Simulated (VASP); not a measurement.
Write the native input for VASP 6.6.1 that does the following.

- Task: single point
- Functional: r2SCAN
- Potentials or basis: VASP PAW PBE potentials, release 64 (Sr_sv, Ti_sv, O)
- Cutoff: 660 eV
- k mesh: 6 × 6 × 6
- Occupations: gaussian, width 0.1 eV
- Spin: no spin polarisation
- Dipole correction: no
- Further INCAR settings: ALGO = Normal; EDIFF = 1e-06; NBANDS = 51

Crystal: SrTiO3.

```
Sr Ti O
1.0
    -2.75550    2.75550    3.89800
     2.75550   -2.75550    3.89800
     2.75550    2.75550   -3.89800
Sr Ti O
2 2 6
Direct
  0.75000 0.25000 0.50000
  0.25000 0.75000 0.50000
  0.00000 0.00000 0.00000
  0.50000 0.50000 0.00000
  0.25000 0.25000 0.00000
  0.75000 0.75000 0.00000
  0.74510 0.24510 0.99020
  0.24510 0.25490 0.50000
  0.25490 0.75490 0.00980
  0.75490 0.74510 0.50000
```

One way to write it, as run:

POSCAR

```
SrTiO3
1.0
   -2.7555000000      2.7555000000      3.8980000000
    2.7555000000     -2.7555000000      3.8980000000
    2.7555000000      2.7555000000     -3.8980000000
Sr Ti O
2 2 6
Direct
    0.7500000000      0.2500000000      0.5000000000
    0.2500000000      0.7500000000      0.5000000000
    0.0000000000      0.0000000000      0.0000000000
    0.5000000000      0.5000000000      0.0000000000
    0.2500000000      0.2500000000      0.0000000000
    0.7500000000      0.7500000000      0.0000000000
    0.7451000000      0.2451000000      0.9902000000
    0.2451000000      0.2549000000      0.5000000000
    0.2549000000      0.7549000000      0.0098000000
    0.7549000000      0.7451000000      0.5000000000
```

INCAR.step1

```
SYSTEM = SrTiO3
ALGO = Normal ; EDIFF = 1E-5
ENCUT = 660 ; GGA = PE
GGA_COMPAT = .False. ; ISMEAR = 0
LASPH = .True. ; LCHARG = .False.
LREAL = .False. ; LWAVE = .True.
NBANDS = 51 ; NELM = 120
PREC = Accurate ; SIGMA = 0.1
```

INCAR.step2

```
SYSTEM = SrTiO3
ALGO = Normal ; EDIFF = 1E-6
ENCUT = 660 ; GGA_COMPAT = .False.
ISIF = 2 ; ISMEAR = 0
ISTART = 1 ; LASPH = .True.
LCHARG = .True. ; LELF = .True.
LMIXTAU = .True. ; LREAL = .False.
LVHAR = .True. ; LWAVE = .False.
METAGGA = R2SCAN ; NBANDS = 51
NELM = 120 ; PREC = Accurate
SIGMA = 0.1
```

KPOINTS

```
k-points
0
Gamma
  6 6 6
  0 0 0
```

Potentials or basis: VASP PAW PBE potentials, release 64 (Sr_sv, Ti_sv, O).

Command:

```sh
$ cat potpaw_PBE.64/Sr_sv/POTCAR potpaw_PBE.64/Ti_sv/POTCAR potpaw_PBE.64/O/POTCAR > POTCAR
$ cp INCAR.step1 INCAR
$ mpirun -np 1 vasp_std > vasp.out
$ cp INCAR.step2 INCAR
$ mpirun -np 1 vasp_std > vasp.out
```

Results of the run:

```
Pressure               : 2.1 GPa
Largest force          : 0.008 eV/Å
Band gap on the k mesh : 2.30 eV
```

Caveat: the PAW data sets were made with another functional, which shifts forces and pressure a little.

Wall time 24 min on 1 thread of AMD EPYC 9R45 (Zen 5) (shared host), peak memory 0.46 GiB.
